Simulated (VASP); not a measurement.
# La (P6_3/mmc) in VASP: settings compared, part 3 of 3

VASP 6.6.1.

**4. Single point, revPBE**

INCAR reads:

```
PREC = Accurate
ENCUT = 520
EDIFF = 1E-6
ISMEAR = -1
SIGMA = 0.05
LREAL = False
LASPH = True
NELM = 100
ALGO = Normal
ISIF = 2
LWAVE = False
LCHARG = False
GGA = RE
NBANDS = 30
```

KPOINTS reads:

```
Automatic mesh
0
Gamma
  5 5 2
```

POSCAR reads:

```
La
1.0
    3.7700000000      0.0000000000      0.0000000000
   -1.8850000000      3.2649157723      0.0000000000
    0.0000000000      0.0000000000     12.1590000000
La
4
Direct
    0.6666666667      0.3333333333      0.2500000000
    0.3333333333      0.6666666667      0.7500000000
    0.0000000000      0.0000000000      0.5000000000
    0.0000000000      0.0000000000      0.0000000000
```

Potentials or basis: VASP PAW PBE potentials, release 64 (La).

Launch:

```console
cat potpaw_PBE.64/La/POTCAR > POTCAR
mpirun -np 1 vasp_std > vasp.out
```

OUTCAR:

```text
PREC = Accurate
   ENCUT = 520
   EDIFF = 1E-6
   ISMEAR = -1
   LREAL = False
   LASPH = True
   NELM = 100
   ISIF = 2
   GGA = RE

 ion  position               nearest neighbor table
   1  0.667  0.333  0.250-
   2  0.333  0.667  0.750-
   3  0.000  0.000  0.500-
   4  0.000  0.000  0.000-

  LATTYP: Found a hexagonal cell.
 ALAT       =     3.7700000000
 C/A-ratio  =     3.2251989390

  Lattice vectors:

 A1 = (   3.7700000000,   0.0000000000,   0.0000000000)
 A2 = (  -1.8850000000,   3.2649157723,   0.0000000000)
 A3 = (   0.0000000000,   0.0000000000,  12.1590000000)

Analysis of symmetry for initial positions (statically):
=====================================================================
 Subroutine PRICEL returns:
 Original cell was already a primitive cell.

 Routine SETGRP: Setting up the symmetry group for a
 hexagonal supercell.

 Subroutine GETGRP returns: Found 24 space group operations
 (whereof 12 operations were pure point group operations)
 out of a pool of 24 trial point group operations.

The static configuration has the point symmetry D_3d.
 The point group associated with its full space group is D_6h.

Analysis of symmetry for dynamics (positions and initial velocities):
=====================================================================
 Subroutine PRICEL returns:
 Original cell was already a primitive cell.

 Routine SETGRP: Setting up the symmetry group for a
 hexagonal supercell.

 Subroutine GETGRP returns: Found 24 space group operations
 (whereof 12 operations were pure point group operations)
 out of a pool of 24 trial point group operations.

The dynamic configuration has the point symmetry D_3d.
[... 101 lines left out ...]
   NUPDOWN=      -1.0000    fix difference up-down
   EMIN   =  10.00;   EMAX   =-10.00  energy-range for DOS
   EFERMI =   0.00;   METHOD = LEGACY
   ISMEAR =    -1;   SIGMA  =   0.05  broadening in eV -4-tet -1-fermi 0-gaus
   EFERMI_NEDOS =   21; number of points for ismear=-14 and -15
   IALGO  =     38    algorithm
   IMIX   =      4    mixing-type and parameters
     AMIX     =   0.40;   BMIX     =  1.00
     AMIX_MAG =   1.60;   BMIX_MAG =  1.00
  volume/ion in A,a.u.               =      37.42       252.49
  Fermi-wavevector in a.u.,A,eV,Ry     =   1.088567  2.057094 16.122618  1.184979
  Thomas-Fermi vector in A             =   2.224752
   LORBIT       =      0    0 simple, 1 ext, 2 COOP (PROOUT), +10 PAW based schemes
   GGA     = RE    functional components
   LHFCALC =     F    Hartree Fock is set to
   AEXX    =    0.0000 exact exchange contribution
   IVDW    =     0    specifies the selected vdW correction
   LEPSILON=     F    determine dielectric tensor
   LRPA    =     F    only Hartree local field effects (RPA)
 non-spin polarized calculation
  energy-cutoff  :      520.00
  volume of cell :      149.66
 maximum number of plane-waves:      4053
 NGX is ok and might be reduce to    28
   NGX = 13   NGY = 13   NGZ = 45

 number of electron      44.0000000 magnetization

 Free energy of the ion-electron system (eV)
  ---------------------------------------------------
  ext. energy  EPLUGINS =         0.00000000
  ---------------------------------------------------
  free energy    TOTEN  =       -18.33624055 eV

  energy without entropy =      -18.25947777  energy(sigma->0) =      -18.29785916

 E-fermi :   7.8417     XC(G=0):  -9.4689

 val. band max:        7.8406861995   @ k =   0.2000  -0.0000   0.5000
 cond. band min:       7.8632575970   @ k =   0.4000   0.2000   0.0000
 fundamental gap:      0.0225713974
 Fermi energy:         7.8417177556

 k-point     1 :       0.0000    0.0000    0.0000
  band No.  band energies     occupation
      1     -25.0312      2.00000
      2     -24.9526      2.00000
      3     -24.9096      2.00000
      4     -24.8278      2.00000
      5      -9.4311      2.00000
      6      -8.8026      2.00000
[... 319 lines left out ...]
     29       9.5117      0.00000
     30       9.5261      0.00000

------------------------ aborting loop because EDIFF is reached ----------------------------------------

  FORCE on cell =-STRESS in cart. coord.  units (eV):
  Direction    XX          YY          ZZ          XY          YZ          ZX
  --------------------------------------------------------------------------------------
  -------------------------------------------------------------------------------------
  Total        1.4719434      1.4719434      0.0314628      0.0000000     -0.0000000      0.0000000
  in kB       15.7576156     15.7576156      0.3368187      0.0000000     -0.0000000      0.0000000
  external PRESSURE =      10.6173499 kB  Pullay stress =       0.0000000 kB

 VOLUME and BASIS-vectors are now :
 -----------------------------------------------------------------------------
  energy-cutoff  :      520.00
  volume of cell :      149.66
      direct lattice vectors                 reciprocal lattice vectors
     3.770000000  0.000000000  0.000000000     0.265251989  0.153143307  0.000000000
    -1.885000000  3.264915772  0.000000000     0.000000000  0.306286615  0.000000000
     0.000000000  0.000000000 12.159000000     0.000000000  0.000000000  0.082243606

 POSITION                                       TOTAL-FORCE (eV/Angst)
 -----------------------------------------------------------------------------------
      1.88500      1.08831      3.03975         0.000000     -0.000000      0.000000
     -0.00000      2.17661      9.11925        -0.000000      0.000000      0.000000
      0.00000      0.00000      6.07950        -0.000000     -0.000000     -0.000000
      0.00000      0.00000      0.00000        -0.000000     -0.000000     -0.000000
 -----------------------------------------------------------------------------------
    total drift:                               -0.000000      0.000000      0.000000

  FREE ENERGIE OF THE ION-ELECTRON SYSTEM (eV)
  ---------------------------------------------------
  free  energy   TOTEN  =       -18.3362405546 eV

  energy  without entropy=      -18.2594777652  energy(sigma->0) =      -18.29785916
```

OSZICAR:

```text
N       E                     dE             d eps       ncg     rms          rms(c)
DAV:   1     0.572275857765E+03    0.57228E+03   -0.14645E+04   600   0.198E+03
DAV:   2     0.113884123473E+03   -0.45839E+03   -0.44858E+03   872   0.396E+02
DAV:   3    -0.203193073056E+01   -0.11592E+03   -0.11356E+03  1000   0.234E+02
DAV:   4    -0.159488401346E+02   -0.13917E+02   -0.13536E+02  1128   0.851E+01
DAV:   5    -0.179387597064E+02   -0.19899E+01   -0.19271E+01  1192   0.326E+01    0.508E+00
DAV:   6    -0.182260443349E+02   -0.28728E+00   -0.28104E+00  1200   0.126E+01    0.258E+00
DAV:   7    -0.183136029552E+02   -0.87559E-01   -0.55727E-01  1168   0.670E+00    0.845E-01
DAV:   8    -0.183317593189E+02   -0.18156E-01   -0.86703E-02  1192   0.240E+00    0.467E-01
DAV:   9    -0.183351502381E+02   -0.33909E-02   -0.10068E-02  1168   0.949E-01    0.357E-01
DAV:  10    -0.183363031394E+02   -0.11529E-02   -0.37891E-03  1104   0.647E-01    0.601E-02
DAV:  11    -0.183362804466E+02    0.22693E-04   -0.12575E-03  1152   0.317E-01    0.399E-02
DAV:  12    -0.183362524209E+02    0.28026E-04   -0.16095E-04  1120   0.104E-01    0.159E-02
DAV:  13    -0.183362411076E+02    0.11313E-04   -0.38121E-05  1088   0.534E-02    0.902E-03
DAV:  14    -0.183362405546E+02    0.55301E-06   -0.75139E-06   864   0.286E-02
   1 F= -.18336241E+02 E0= -.18297859E+02  d E =-.767628E-01
```

It took 73 s on 1 thread of Intel Xeon Platinum 8559C (Emerald Rapids), shared host; peak memory 0.25 GiB.

Results:

| Quantity | Value |
| --- | --- |
| Free energy | -18.3362 eV |
| Pressure | 1.1 GPa |
| Band gap on the k mesh | zero (bands 22 and 23 overlap by 0.87 eV) |

Stress tensor (GPa, compression positive):
```
1.58 0.00 0.00
0.00 1.58 0.00
0.00 0.00 0.03
```

Caveat: the k points lie up to 0.38 Å⁻¹ apart, too coarse for converged energies and pressures of a metal; the PAW data sets were made with another functional, which shifts forces and pressure a little; spin-orbit coupling is left out, which moves the levels of the heavy elements.

**5. The runs side by side**

| level | gap on the mesh (eV) | pressure (GPa) |
| --- | --- | --- |
| PBE | none | 0.1 |
| PBEsol | none | -2.0 |
| revPBE | none | 1.1 |

Alike in all rows: task single point; potentials or basis VASP PAW PBE potentials, release 64 (La); no spin polarisation; cell as given; k mesh 5 × 5 × 2; cutoff (eV) 520; smearing fermi-dirac 0.05 eV.

Caveats: all runs use coarse meshes; spin-orbit coupling is left out, which moves the levels of the heavy elements; the PAW data sets were made with another functional, which shifts forces and pressure a little (at least some runs).

Absolute energies hang on the potentials; compare differences alone.

The gap in the log of VASP goes by the Fermi energy; the results here count the filled bands.